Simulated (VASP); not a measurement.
# Rb (I4/mmm) in VASP: a series of runs, part 2 of 2

VASP 6.6.1. The steps go on from the part before.

## Step 3: Single point, PBE (biaxial strain in the a-b plane: +6.0 %)

The input, INCAR:

```
SYSTEM = Rb
  ALGO = Fast
  EDIFF = 1E-6
  ENCUT = 520
  GGA = PE
  ISIF = 2
  ISMEAR = 0
  LASPH = .TRUE.
  LCHARG = .FALSE.
  LREAL = .FALSE.
  LWAVE = .FALSE.
  NBANDS = 16
  NELM = 60
  PREC = Accurate
  SIGMA = 0.1
```

The input, KPOINTS:

```
k-points
0
G
  10 10 10
  0 0 0
```

The input, POSCAR:

```
Rb
1.0
    6.0107947421      0.0000000000      0.0000000000
    0.0000000000      6.0107947421      0.0000000000
    0.0000000000      0.0000000000      5.4664208786
Rb
2
Direct
    0.0000000000      0.0000000000      0.0000000000
    0.5000000000      0.5000000000      0.5000000000
```

Potentials or basis: VASP PAW PBE potentials, release 64 (Rb_sv).

Run with:

```
> cat potpaw_PBE.64/Rb_sv/POTCAR > POTCAR
> mpirun -np 1 vasp_std > vasp.out
```

OUTCAR:

```text
SYSTEM = Rb
   EDIFF = 1E-6
   ENCUT = 520
   GGA = PE
   ISIF = 2
   ISMEAR = 0
   LASPH = .TRUE.
   LREAL = .FALSE.
   NELM = 60
   PREC = Accurate

 ion  position               nearest neighbor table
   1  0.000  0.000  0.000-   2 5.05   2 5.05   2 5.05   2 5.05   2 5.05   2 5.05   2 5.05   2 5.05

   2  0.500  0.500  0.500-   1 5.05   1 5.05   1 5.05   1 5.05   1 5.05   1 5.05   1 5.05   1 5.05

  LATTYP: Found a simple tetragonal cell.
 ALAT       =     6.0107947421
 C/A-ratio  =     0.9094339623

  Lattice vectors:

 A1 = (   6.0107947421,   0.0000000000,   0.0000000000)
 A2 = (   0.0000000000,   6.0107947421,   0.0000000000)
 A3 = (   0.0000000000,   0.0000000000,   5.4664208786)

Analysis of symmetry for initial positions (statically):
=====================================================================
 Subroutine PRICEL returns following result:

  LATTYP: Found a body centered tetragonal cell.
 ALAT       =     6.0107947421
 C/A-ratio  =     0.9094339623

  Lattice vectors:

 A1 = (  -3.0053973710,  -3.0053973710,  -2.7332104393)
 A2 = (   3.0053973710,   3.0053973710,  -2.7332104393)
 A3 = (   3.0053973710,  -3.0053973711,   2.7332104393)

   2 primitive cells build up your supercell.

 Routine SETGRP: Setting up the symmetry group for a
 simple tetragonal supercell.

 Subroutine GETGRP returns: Found 16 space group operations
 (whereof 16 operations were pure point group operations)
 out of a pool of 16 trial point group operations.

The static configuration has the point symmetry D_4h.

Analysis of symmetry for dynamics (positions and initial velocities):
=====================================================================
 Subroutine PRICEL returns following result:

  LATTYP: Found a body centered tetragonal cell.
 ALAT       =     6.0107947421
 C/A-ratio  =     0.9094339623

  Lattice vectors:

 A1 = (  -3.0053973710,  -3.0053973710,  -2.7332104393)
 A2 = (   3.0053973710,   3.0053973710,  -2.7332104393)
 A3 = (   3.0053973710,  -3.0053973711,   2.7332104393)

   2 primitive cells build up your supercell.

 Routine SETGRP: Setting up the symmetry group for a
 simple tetragonal supercell.

 Subroutine GETGRP returns: Found 16 space group operations
 (whereof 16 operations were pure point group operations)
 out of a pool of 16 trial point group operations.

The dynamic configuration has the point symmetry D_4h.

 Subroutine INISYM returns: Found 16 space group operations
 (whereof 16 operations are pure point group operations),
 and found     2 'primitive' translations

----------------------------------------------------------------------------------------

                                     Primitive cell

  volume of cell :      98.7499

  direct lattice vectors                    reciprocal lattice vectors
    -3.005397371 -3.005397371 -2.733210439    -0.000000000 -0.166367351 -0.182935054
     3.005397371  3.005397371 -2.733210439     0.166367351  0.000000000 -0.182935054
     3.005397371 -3.005397371  2.733210439     0.166367351 -0.166367351  0.000000000

  length of vectors
     5.053243119  5.053243119  5.053243119     0.247271773  0.247271773  0.235278964

  position of ions in fractional coordinates (direct lattice)
     0.000000000  0.000000000  0.000000000

[... 29 lines left out ...]

 Following reciprocal coordinates:
            Coordinates               Weight
  0.000000  0.000000  0.000000      1.000000
  0.100000  0.000000  0.000000      4.000000
  0.200000  0.000000  0.000000      4.000000
  0.300000  0.000000  0.000000      4.000000
  0.400000  0.000000  0.000000      4.000000
  0.500000  0.000000  0.000000      2.000000
[... 16 lines left out ...]
  0.100000  0.000000  0.100000      8.000000
  0.200000  0.000000  0.100000      8.000000
 [... further k-points ...]
   k-points           NKPTS =    126   k-points in BZ     NKDIM =    126   number of bands    NBANDS=     16
   number of dos      NEDOS =    301   number of ions     NIONS =      2
   total plane-waves  NPLWV =  96768
   dimension x,y,z NGX =    48 NGY =   48 NGZ =   42
   dimension x,y,z NGXF=    96 NGYF=   96 NGZF=   84
   ions per type =               2
   NGX,Y,Z   is equivalent  to a cutoff of  13.28, 13.28, 12.77 a.u.
   NGXF,Y,Z  is equivalent  to a cutoff of  26.55, 26.55, 25.55 a.u.
 SYSTEM =  Rb
   PREC   = accura    normal or accurate (medium, high low for compatibility)
   ISTART =      0    job   : 0-new  1-cont  2-samecut
   ICHARG =      2    charge: 1-file 2-atom 10-const
   ISPIN  =      1    spin polarized calculation?
   LNONCOLLINEAR =      F non collinear calculations
   LSORBIT =      F    spin-orbit coupling
   LASPH  =      T    aspherical Exc in radial PAW
   ENCUT  =  520.0 eV  38.22 Ry    6.18 a.u.  11.18 11.18 10.16*2*pi/ulx,y,z
   NELM   =     60;   NELMIN=  2; NELMDL= -5     # of ELM steps
   EDIFF  = 0.1E-05   stopping-criterion for ELM
   LREAL  =      F    real-space projection
   EDIFFG = 0.1E-04   stopping-criterion for IOM
   NSW    =      0    number of steps for IOM
   IBRION =     -1    ionic relax: 0-MD 1-quasi-New 2-CG
   NFREE  =      0    steps in history (QN), initial steepest desc. (CG)
   ISIF   =      2    stress and relaxation
   ISYM   =      2    0-nonsym 1-usesym 2-fastsym
   POTIM  = 0.5000    time-step for ionic-motion
   TEBEG  =    0.0;   TEEND  =   0.0 temperature during run
   PSTRESS=    0.0 pullay stress
   NELECT =      18.0000    total number of electrons
   NUPDOWN=      -1.0000    fix difference up-down
   EMIN   =  10.00;   EMAX   =-10.00  energy-range for DOS
   EFERMI =   0.00;   METHOD = LEGACY
   ISMEAR =     0;   SIGMA  =   0.10  broadening in eV -4-tet -1-fermi 0-gaus
   EFERMI_NEDOS =   21; number of points for ismear=-14 and -15
   IALGO  =     68    algorithm
   IMIX   =      4    mixing-type and parameters
     AMIX     =   0.40;   BMIX     =  1.00
     AMIX_MAG =   1.60;   BMIX_MAG =  1.00
  volume/ion in A,a.u.               =      98.75       666.40
  Fermi-wavevector in a.u.,A,eV,Ry     =   0.736733  1.392223  7.384907  0.542775
  Thomas-Fermi vector in A             =   1.830244
   LORBIT       =      0    0 simple, 1 ext, 2 COOP (PROOUT), +10 PAW based schemes
   GGA     = PE    functional components
   LHFCALC =     F    Hartree Fock is set to
   AEXX    =    0.0000 exact exchange contribution
   IVDW    =     0    specifies the selected vdW correction
   LEPSILON=     F    determine dielectric tensor
   LRPA    =     F    only Hartree local field effects (RPA)
 non-spin polarized calculation
 RMM-DIIS sequential band-by-band and
 Gauss-broadening in eV      SIGMA  =   0.10
  energy-cutoff  :      520.00
  volume of cell :      197.50
 maximum number of plane-waves:      5348
 NGX is ok and might be reduce to    48
   NGX = 23   NGY = 23   NGZ = 21

 number of electron      18.0000000 magnetization

 Free energy of the ion-electron system (eV)
  ---------------------------------------------------
  ext. energy  EPLUGINS =         0.00000000
  ---------------------------------------------------
  free energy    TOTEN  =        -1.86543204 eV

  energy without entropy =       -1.85655892  energy(sigma->0) =       -1.86099548

 E-fermi :  -0.1630     XC(G=0):  -5.2736

 val. band max:       -0.1898100733   @ k =   0.3000   0.1000   0.5000
 cond. band min:      -0.1530458029   @ k =   0.4000   0.0000   0.2000
 fundamental gap:      0.0367642704
 Fermi energy:        -0.1629812184

 k-point     1 :       0.0000    0.0000    0.0000
  band No.  band energies     occupation
      1     -29.1127      2.00000
      2     -29.1078      2.00000
      3     -13.2171      2.00000
      4     -13.2171      2.00000
      5     -13.2035      2.00000
      6     -13.1618      2.00000
[... 433 lines left out ...]
      3     -13.2156      2.00000
      4     -13.2104      2.00000
      5     -13.1980      2.00000
      6     -13.1758      2.00000
[... 8 lines left out ...]
     15       3.1121      0.00000
     16       3.5446      0.00000

 [... further k-points ...]

------------------------ aborting loop because EDIFF is reached ----------------------------------------

  FORCE on cell =-STRESS in cart. coord.  units (eV):
  Direction    XX          YY          ZZ          XY          YZ          ZX
  --------------------------------------------------------------------------------------
  -------------------------------------------------------------------------------------
  Total       -0.2578605     -0.2578605     -0.1980081      0.0000000      0.0000000      0.0000000
  in kB       -2.0918407     -2.0918407     -1.6063002      0.0000000      0.0000000      0.0000000
  external PRESSURE =      -1.9299938 kB  Pullay stress =       0.0000000 kB

 VOLUME and BASIS-vectors are now :
 -----------------------------------------------------------------------------
  energy-cutoff  :      520.00
  volume of cell :      197.50
      direct lattice vectors                 reciprocal lattice vectors
     6.010794742  0.000000000  0.000000000     0.166367351  0.000000000  0.000000000
     0.000000000  6.010794742  0.000000000     0.000000000  0.166367351  0.000000000
     0.000000000  0.000000000  5.466420879     0.000000000  0.000000000  0.182935054

 POSITION                                       TOTAL-FORCE (eV/Angst)
 -----------------------------------------------------------------------------------
      0.00000      0.00000      0.00000         0.000000      0.000000     -0.000000
      3.00540      3.00540      2.73321        -0.000000     -0.000000      0.000000
 -----------------------------------------------------------------------------------
    total drift:                                0.000000     -0.000000     -0.000000

  FREE ENERGIE OF THE ION-ELECTRON SYSTEM (eV)
  ---------------------------------------------------
  free  energy   TOTEN  =        -1.8654320402 eV

  energy  without entropy=       -1.8565589154  energy(sigma->0) =       -1.86099548
```

stdout:

```text
POSCAR found type information on POSCAR Rb
 POSCAR found :  1 types and       2 ions
 scaLAPACK will be used
 LDA part: xc-table for (Slater+PW92), standard interpolation
 POSCAR, INCAR and KPOINTS ok, starting setup
 FFT: planning ... GRIDC
 FFT: planning ... GRID_SOFT
 FFT: planning ... GRID
 WAVECAR not read
 entering main loop
WARNING in EDDRMM: call to ZHEGV failed, returncode =   8  4     15
WARNING in EDDRMM: call to ZHEGV failed, returncode =   8  4      9
```

Run time: 3.5 min. Hardware: 1 thread of Intel Xeon Platinum 8488C (Sapphire Rapids), shared host; peak memory 0.51 GiB.

What came out:

```
Free energy            : -1.8654 eV
Pressure               : -0.2 GPa
Band gap on the k mesh : zero (bands 9 and 10 overlap by 1.91 eV)
```

Levels at points of the mesh, in eV from the Fermi level:
```csv
k point,band 5,band 6,band 7,band 8,band 9,band 10,band 11,band 12,band 13,band 14
"(0.00, 0.00, 0.00)",-13.04,-13.00,-13.00,-13.00,-1.87,1.19,1.40,2.76,2.76,3.31
"(0.50, 0.00, 0.00)",-13.03,-13.03,-13.02,-13.02,-0.66,-0.66,2.29,2.29,2.75,2.75
"(0.50, 0.50, 0.00)",-13.02,-13.02,-13.00,-13.00,0.13,0.13,0.60,0.60,2.92,2.92
"(0.00, 0.00, 0.50)",-13.02,-13.02,-13.02,-13.02,-0.42,-0.42,2.35,2.35,2.77,2.77
"(0.50, 0.00, 0.50)",-13.02,-13.02,-13.00,-13.00,0.32,0.32,0.81,0.81,2.42,2.42
"(0.50, 0.50, 0.50)",-13.03,-13.03,-13.03,-13.03,1.26,1.26,1.26,1.26,1.33,1.33
```

Caveat: the cell differs from its parent crystal (biaxial strain in the a-b plane: +6.0 %).

## Step 4: Single point, PBE (uniaxial strain along c: -6.0 %)

The input, INCAR:

```
SYSTEM = Rb
PREC = Accurate ; ENCUT = 520
EDIFF = 1E-6 ; ISMEAR = 0
SIGMA = 0.1 ; LREAL = .False.
LASPH = .True. ; NELM = 60
ALGO = Fast ; ISIF = 2
LWAVE = .False. ; LCHARG = .True.
GGA = PE ; LELF = .True.
LVHAR = .True. ; NBANDS = 16
```

The input, KPOINTS:

```
Automatic mesh
0
Gamma
  10 10 10
  0 0 0
```

The input, POSCAR:

```
Rb
1.0
    5.7556194936      0.0000000000      0.0000000000
    0.0000000000      5.7556194936      0.0000000000
    0.0000000000      0.0000000000      5.3303274128
Rb
2
Direct
    0.0000000000      0.0000000000      0.0000000000
    0.5000000000      0.5000000000      0.5000000000
```

Run with:

```
> cat potpaw_PBE.64/Rb_sv/POTCAR > POTCAR
> mpirun -np 1 vasp_std > vasp.out
```

It took 3 min on 1 thread of Intel Xeon Platinum 8559C (Emerald Rapids), shared host; peak memory 0.47 GiB.

The run converged. Its results:

```yaml
Free_energy: -1.8740 eV
Pressure: 0.1 GPa
Band_gap_on_the_k_mesh: zero (bands 9 and 10 overlap by 1.97 eV)
```

Levels at points of the mesh, in eV from the Fermi level:
```
           k point  band 7  band 8  band 9  band 10  band 11  band 12
(0.00, 0.00, 0.00)  -12.93  -12.93   -2.02     1.13     1.32     3.08
(0.50, 0.00, 0.00)  -12.96  -12.96   -0.69    -0.69     2.31     2.31
(0.50, 0.50, 0.00)  -12.93  -12.93    0.14     0.14     0.68     0.68
(0.00, 0.00, 0.50)  -12.97  -12.97   -0.48    -0.48     2.35     2.35
(0.50, 0.00, 0.50)  -12.94  -12.94    0.28     0.28     0.87     0.87
(0.50, 0.50, 0.50)  -12.98  -12.98    1.28     1.28     1.28     1.28
```

Caveat: the cell differs from its parent crystal (uniaxial strain along c: -6.0 %).

## Step 5: The runs side by side

| cell | further INCAR settings | gap on the mesh (eV) | pressure (GPa) |
| --- | --- | --- | --- |
| a = 5.897, b = 5.897, c = 5.534 Å, 2 atoms | ALGO = Fast; EDIFF = 1e-07; NBANDS = 16 | none | -0.1 |
| a = 6.011, b = 6.011, c = 5.466 Å, 2 atoms | ALGO = Fast; EDIFF = 1e-06; NBANDS = 16 | none | -0.2 |
| a = 5.756, b = 5.756, c = 5.330 Å, 2 atoms | ALGO = Fast; EDIFF = 1e-06; NBANDS = 16 | none | 0.1 |

Alike in all rows: task single point; level PBE; potentials or basis VASP PAW PBE potentials, release 64 (Rb_sv); no spin polarisation; k mesh 10 × 10 × 10; cutoff (eV) 520; smearing gaussian 0.1 eV.

Absolute energies hang on the potentials; compare differences alone.
